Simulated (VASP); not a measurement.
Runs of VASP 6.6.1 on CoO. The structure is that of space group Fm-3m (No. 225), or close to it. The cells are those of the table. 

```csv
task,cell,k mesh,cutoff (eV),smearing,gap on the mesh (eV),pressure (GPa),moment (μB),relaxed volume (Å³/atom)
single point,"a = 3.042 Å, angles 60.0°, 2 atoms",18 × 18 × 18,600,gaussian 0.1 eV,none,-15.7,2.99,-
single point,"a = 3.014 Å, angles 60.0°, 2 atoms",8 × 8 × 8,520,gaussian 0.1 eV,none,(c),2.91,-
single point,"a = 2.824 Å, angles 60.0°, 2 atoms",18 × 18 × 18,600,gaussian 0.1 eV,none,24.5,1.87,-
single point,"a = 2.952 Å, angles 60.0°, 2 atoms",8 × 8 × 8,520,gaussian 0.1 eV,none,(a),2.81,-
relaxation of cell and atoms,"relaxed from a = 2.952 Å, angles 60.0°, 2 atoms",18 × 18 × 18,600,gaussian 0.1 eV,none,0.0,2.68,8.99
single point,"a = 2.855 Å, angles 60.0°, 2 atoms",18 × 18 × 18,600,gaussian 0.1 eV,none,18.0,2.22,-
relaxation of cell and atoms,"relaxed from a = 3.014 Å, angles 60.0°, 2 atoms",8 × 8 × 8,600,gaussian 0.1 eV,none,0.2,2.80,9.03
single point,"a = 3.014 Å, angles 60.0°, 2 atoms",16 × 16 × 16,600,gaussian 0.1 eV,none,(b),2.96,-
single point,"a = 2.946 Å, angles 60.0°, 2 atoms",24 × 24 × 24,520,gaussian 0.15 eV,none,-0.8,2.69,-
```

Alike in all rows: level PBEsol; potentials or basis VASP PAW PBE potentials, release 64 (Co, O); spin collinear, ferromagnetic start.

Question: Fill in the values left out.

Answer: (a) -0.9; (b) -11.4; (c) -11.6.

Caveats: the PAW data sets were made with another functional, which shifts forces and pressure a little; a cell with one magnetic atom can't hold antiferromagnetic order, which such compounds often take; semilocal functionals often make such compounds metallic where correlation or magnetic order opens a gap, which also shifts bond lengths.

A gap of «none» marks levels without a gap at the run's occupations.
